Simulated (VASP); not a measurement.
Set up this calculation in VASP 6.6.1, as the native input.

```yaml
Task: single point
Functional: r2SCAN
Potentials_or_basis: VASP PAW PBE potentials, release 64 (Y_sv, B, Rh_pv)
Cutoff: 520 eV
k_mesh: 8 × 8 × 8
Occupations: fermi-dirac, width 0.1 eV
Spin: no spin polarisation
Dipole_correction: no
Further_INCAR_settings: ALGO = Normal; EDIFF = 1e-06; NBANDS = 38
```

Crystal: YBRh3.

```xyz
5
Lattice="4.2041 0.0000 0.0000 0.0000 4.2041 0.0000 0.0000 0.0000 4.2041" Properties=species:S:1:pos:R:3 pbc="T T T"
Y     0.0000    0.0000    0.0000
B     2.1020    2.1020    2.1020
Rh    0.0000    2.1020    2.1020
Rh    2.1020    0.0000    2.1020
Rh    2.1020    2.1020    0.0000
```

These files were run (other wordings do the same):

POSCAR

```
YBRh3
1.0
    4.2040684500      0.0000000000      0.0000000000
    0.0000000000      4.2040684500      0.0000000000
    0.0000000000      0.0000000000      4.2040684500
Y B Rh
1 1 3
Direct
    0.0000000000      0.0000000000      0.0000000000
    0.5000000000      0.5000000000      0.5000000000
    0.0000000000      0.5000000000      0.5000000000
    0.5000000000      0.0000000000      0.5000000000
    0.5000000000      0.5000000000      0.0000000000
```

INCAR.step1

```
SYSTEM = YBRh3
PREC = Accurate
ENCUT = 520
ISMEAR = -1
SIGMA = 0.1
LREAL = .False.
LASPH = .True.
NELM = 60
NBANDS = 38
GGA = PE
ALGO = Normal
EDIFF = 1E-4
LWAVE = .True.
LCHARG = .False.
```

INCAR.step2

```
SYSTEM = YBRh3
PREC = Accurate
ENCUT = 520
EDIFF = 1E-6
ISMEAR = -1
SIGMA = 0.1
LREAL = .False.
LASPH = .True.
NELM = 60
ALGO = Normal
ISIF = 2
LWAVE = .False.
LCHARG = .False.
METAGGA = R2SCAN
LMIXTAU = .True.
NBANDS = 38
ISTART = 1
```

KPOINTS

```
Automatic mesh
0
Gamma
  8 8 8
  0 0 0
```

Potentials or basis: VASP PAW PBE potentials, release 64 (Y_sv, B, Rh_pv).

Launch:

```sh
$ cat potpaw_PBE.64/Y_sv/POTCAR potpaw_PBE.64/B/POTCAR potpaw_PBE.64/Rh_pv/POTCAR > POTCAR
$ cp INCAR.step1 INCAR
$ mpirun -np 1 vasp_std > vasp.out
$ cp INCAR.step2 INCAR
$ mpirun -np 1 vasp_std > vasp.out
```

Results of the run:

```yaml
Pressure: -3.3 GPa
```

Caveat: the PAW data sets were made with another functional, which shifts forces and pressure a little.

Wall time 6.9 min on 1 thread of Oxide Virtual Turin-like Processor, on a shared host, peak memory 0.23 GiB.
